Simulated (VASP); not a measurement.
Wanted: the native input for a VASP 6.6.1 run.

| Property | Result |
| --- | --- |
| Task | single point |
| Functional | r2SCAN |
| Potentials or basis | VASP PAW PBE potentials, release 64 (Ag) |
| Cutoff | 520 eV |
| k mesh | 18 × 18 × 18 |
| Occupations | gaussian, width 0.1 eV |
| Spin | no spin polarisation |
| Dipole correction | no |
| Further INCAR settings | ALGO = Normal; EDIFF = 1e-06; NBANDS = 12 |

Ag:

```xyz
1
Lattice="0.0000 2.0521 2.0521 2.0521 0.0000 2.0521 2.0521 2.0521 0.0000" Properties=species:S:1:pos:R:3 pbc="T T T"
Ag    0.0000    0.0000    0.0000
```

One way to write it, as run:

POSCAR

```
Ag
1.0
    0.0000000000      2.0520932789      2.0520932789
    2.0520932789      0.0000000000      2.0520932789
    2.0520932789      2.0520932789      0.0000000000
Ag
1
Direct
    0.0000000000      0.0000000000      0.0000000000
```

INCAR.step1

```
SYSTEM = Ag
PREC = Accurate
ENCUT = 520
ISMEAR = 0
SIGMA = 0.1
LREAL = .False.
LASPH = .True.
NELM = 80
NBANDS = 12
GGA = PE
ALGO = Normal
EDIFF = 1E-4
LWAVE = .True.
LCHARG = .False.
```

INCAR.step2

```
SYSTEM = Ag
PREC = Accurate
ENCUT = 520
EDIFF = 1E-6
ISMEAR = 0
SIGMA = 0.1
LREAL = .False.
LASPH = .True.
NELM = 80
ALGO = Normal
ISIF = 2
LWAVE = .False.
LCHARG = .False.
METAGGA = R2SCAN
LMIXTAU = .True.
NBANDS = 12
ISTART = 1
```

KPOINTS

```
regular mesh
0
Gamma
  18 18 18
  0 0 0
```

Potentials or basis: VASP PAW PBE potentials, release 64 (Ag).

The run is started by

```sh
$ cat potpaw_PBE.64/Ag/POTCAR > POTCAR
$ cp INCAR.step1 INCAR
$ mpirun -np 1 vasp_std > vasp.out
$ cp INCAR.step2 INCAR
$ mpirun -np 1 vasp_std > vasp.out
```

Results of the run:

The pressure is 0.1 GPa.

Caveat: the PAW data sets were made with another functional, which shifts forces and pressure a little.

It took 61 s on 1 thread of Intel Xeon 6975P-C, with other jobs on the host, peak memory 0.17 GiB.
